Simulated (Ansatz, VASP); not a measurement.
# Two plane-wave programs on LiCl

The input INCAR:

```
SYSTEM = LiCl
  ALGO = Normal
  EDIFF = 1E-6
  ENCUT = 750
  GGA = PS
  GGA_COMPAT = .False.
  ISIF = 2
  ISMEAR = 0
  LASPH = .True.
  LCHARG = .False.
  LREAL = .False.
  LWAVE = .False.
  NBANDS = 12
  NELM = 120
  PREC = Accurate
  SIGMA = 0.01
```

KPOINTS

```
k-points
0
Gamma
  4 4 4
  0 0 0
```

Contents of POSCAR:

```
LiCl
1.0
    0.0000000000      2.5647700000      2.5647700000
    2.5647700000      0.0000000000      2.5647700000
    2.5647700000      2.5647700000      0.0000000000
Li Cl
1 1
Direct
    0.9281700000      0.9797200000      0.0597600000
    0.5082500000      0.4528000000      0.5338600000
```

Input for Ansatz:

```yaml
crystal:
  lattice:
    - [0.0, 2.56477, 2.56477]
    - [2.56477, 0.0, 2.56477]
    - [2.56477, 2.56477, 0.0]
  atoms:
    - { symbol: Li, position: [0.92817, 0.97972, 0.05976] }
    - { symbol: Cl, position: [0.50825, 0.4528, 0.53386] }
basis:
  ecutwfc: 540.0
  xc_grid: 2
kpoints:
  mp_grid:
    grid: [4, 4, 4]
hamiltonian:
  xc: pbesol
scf:
  convergence:
    dr2_threshold: 1.0e-09
  occupations:
    method: fixed
output:
  forces: true
  stress: true
```

Alike in both runs: task single point; functional PBEsol; k mesh 4 × 4 × 4; no spin polarisation.

|  | VASP | Ansatz |
| --- | --- | --- |
| version | VASP 6.6.1 | Ansatz 0.2.0 |
| potentials or method | VASP PAW PBE potentials, release 64 (Li_sv, Cl), cutoff 750 eV | plane waves, PAW |
| occupations | gaussian, width 0.01 eV | fixed |
| valence electrons in the cell | 10 | 10 |

|  | VASP | Ansatz | Ansatz less VASP |
| --- | --- | --- | --- |
| pressure (GPa) | -0.5 | -0.5 | +0.02 |
| rms of the force components (eV/Å) | 0.097 | 0.096 | -0.0013 |

VASP's potentials were made for PBE, not for PBEsol. Atom by atom the forces differ by 0.001 eV/Å (rms over components). Ansatz's warnings: stress scf threshold loose.

The k mesh is coarse, so the values compare programs but aren't converged.
